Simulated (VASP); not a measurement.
ZrB2, 3 atoms in the cell. The structure is hexagonal, space group P6/mmm (No. 191). The conventional cell has a = 3.167 Å, b = 3.167 Å, c = 3.551 Å, α = 90.00°, β = 90.00°, γ = 120.00°. Within 3.4 Å of Zr (site symmetry 6/mmm) lie 12 B at 2.55 Å and 6 Zr at 3.17 Å. B (site symmetry -6m2) has 3 B at 1.83 Å within 2.4 Å. 

- Program: VASP 6.6.1
- Task: single point
- Functional: r2SCAN
- Potentials or basis: VASP PAW PBE potentials, release 64 (Zr_sv, B)
- Cutoff: 520 eV
- k mesh: 18 × 18 × 12
- Occupations: gaussian, width 0.1 eV
- Spin: no spin polarisation
- Dipole correction: no
- Further INCAR settings: ALGO = Normal; EDIFF = 1e-06; NBANDS = 16

Potentials or basis: VASP PAW PBE potentials, release 64 (Zr_sv, B).

Run with:

```sh
$ cat potpaw_PBE.64/Zr_sv/POTCAR potpaw_PBE.64/B/POTCAR > POTCAR
$ cp INCAR.step1 INCAR
$ mpirun -np 1 vasp_std > vasp.out
$ cp INCAR.step2 INCAR
$ mpirun -np 1 vasp_std > vasp.out
```

Hardware: 1 thread of Intel(R) Xeon(R) 6975P-C (Granite Rapids), on a shared host.

**Question.** How long does it take, and how much memory?

**Answer.** It took 5 min on 1 thread of Intel(R) Xeon(R) 6975P-C (Granite Rapids), with other jobs on the host, peak memory 0.25 GiB. Counts: k points 259.
